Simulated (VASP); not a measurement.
Here is a VASP 6.6.1 calculation.

Contents of POSCAR:

```
CuI
1.0
    3.8856065044      0.0000000000      0.0000000000
    0.0000000000      3.8856065044      0.0000000000
    0.0000000000      0.0000000000      6.0804341719
Cu I
2 2
Direct
    0.5000000000      0.5000000000      0.0000000000
    0.0000000000      0.0000000000      0.0000000000
    0.5000000000      0.0000000000      0.2857098839
    0.0000000000      0.5000000000      0.7142901161
```

File INCAR.step1:

```
SYSTEM = CuI
ALGO = Normal
EDIFF = 1E-4
ENCUT = 520
GGA = PE
ISMEAR = 0
LASPH = .True.
LCHARG = .False.
LREAL = .False.
LWAVE = .True.
NBANDS = 26
NELM = 80
PREC = Accurate
SIGMA = 0.01
```

INCAR.step2

```
SYSTEM = CuI
ALGO = Normal
EDIFF = 1E-6
ENCUT = 520
ISIF = 2
ISMEAR = 0
ISTART = 1
LASPH = .True.
LCHARG = .False.
LMIXTAU = .True.
LREAL = .False.
LWAVE = .False.
METAGGA = R2SCAN
NBANDS = 26
NELM = 80
PREC = Accurate
SIGMA = 0.01
```

File KPOINTS:

```
k-points
0
Gamma
  6 6 4
  0 0 0
```

Potentials or basis: VASP PAW PBE potentials, release 64 (Cu, I).

Run with:

```bash
$ cat potpaw_PBE.64/Cu/POTCAR potpaw_PBE.64/I/POTCAR > POTCAR
$ cp INCAR.step1 INCAR
$ mpirun -np 1 vasp_std > vasp.out
$ cp INCAR.step2 INCAR
$ mpirun -np 1 vasp_std > vasp.out
```

Question: Predict the band gap on the k mesh.

Answer: 2.10 eV.

Question: Predict the largest force.

Answer: 0.013 eV/Å.

Question: What does it give for the pressure?

Answer: 5.9 GPa.

Forces in eV/Å, atoms in the order of the input:
```
Cu   0.000  0.000  0.000
Cu   0.000  0.000  0.000
I    0.000  0.000 -0.013
I    0.000  0.000  0.013
```

Caveat: the cell differs from its parent crystal (strain -4.2%); the cell stands under pressure; the PAW data sets were made with another functional, which shifts forces and pressure a little; spin-orbit coupling is left out, which moves the levels of the heavy elements. A k mesh can miss the band edges.
